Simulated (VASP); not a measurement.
Cu2Pt: relaxation of cell and atoms with PBE

Crystal: Cu2Pt.

```
Cu Pt
1.0
     0.00000    3.45166    3.45166
     3.45166    0.00000    3.45166
     3.45166    3.45166    0.00000
Cu Pt
4 2
Direct
  0.62500 0.62500 0.62500
  0.12500 0.62500 0.62500
  0.62500 0.62500 0.12500
  0.62500 0.12500 0.62500
  0.00000 0.00000 0.00000
  0.25000 0.25000 0.25000
```

```
Program                : VASP 6.6.1
Task                   : relaxation of cell and atoms
Functional             : PBE
Potentials or basis    : VASP PAW PBE potentials, release 64 (Cu, Pt)
Cutoff                 : 600 eV
k mesh                 : 4 × 4 × 4
Occupations            : gaussian, width 0.1 eV
Spin                   : no spin polarisation
Dipole correction      : no
Further INCAR settings : ALGO = Normal; EDIFF = 1e-06; IBRION = 2; EDIFFG = -0.04; NSW = 90; ISIF = 3
```

The relaxed volume is 13.07 Å³/atom, the relaxed cell is a = 4.804 Å, b = 4.804 Å, c = 4.804 Å, α = 60.00°, β = 60.00°, γ = 60.00° and the space group after relaxing (to 0.05 Å) is Fd-3m (No. 227). The energy gained by relaxing is 15.7 meV/atom and the ionic steps are 3. The pressure after relaxing is -0.1 GPa and the band gap on the k mesh is zero (band 32 reaches 9.11 eV, above the bottom of band 33 at 8.06 eV).

Step by step:
| step | energy change (eV) | largest force (eV/Å) | pressure (GPa) | volume (Å³) |
| --- | --- | --- | --- | --- |
| 1 | 0.0000 | 0.0000 | -7.38 | 82.25 |
| 2 | -0.0030 | 0.0000 | 8.90 | 74.95 |
| 3 | -0.0941 | 0.0000 | -0.06 | 78.41 |

Final structure:
```
Cu Pt
1.0
     0.00000    3.39717    3.39717
     3.39717    0.00000    3.39717
     3.39717    3.39717    0.00000
Cu Pt
4 2
Direct
  0.62500 0.62500 0.62500
  0.12500 0.62500 0.62500
  0.62500 0.62500 0.12500
  0.62500 0.12500 0.62500
  0.00000 0.00000 0.00000
  0.25000 0.25000 0.25000
```

Levels at points of the mesh, in eV from the Fermi level:
```csv
k point,band 30,band 31,band 32,band 33,band 34,band 35
"(0.00, 0.00, 0.00)",-0.74,-0.74,-0.27,3.85,3.85,3.85
"(0.50, 0.00, 0.00)",-1.28,-0.65,-0.65,0.93,2.26,2.26
"(0.50, 0.50, 0.00)",-0.90,-0.82,-0.82,0.14,0.14,1.95
```

It took 92 s on 1 thread of Intel(R) Xeon(R) 6975P-C (Granite Rapids), on a shared host, peak memory 0.25 GiB.

Caveat: the k points lie up to 0.40 Å⁻¹ apart in the final cell; spin-orbit coupling is left out, which moves the levels of the heavy elements.
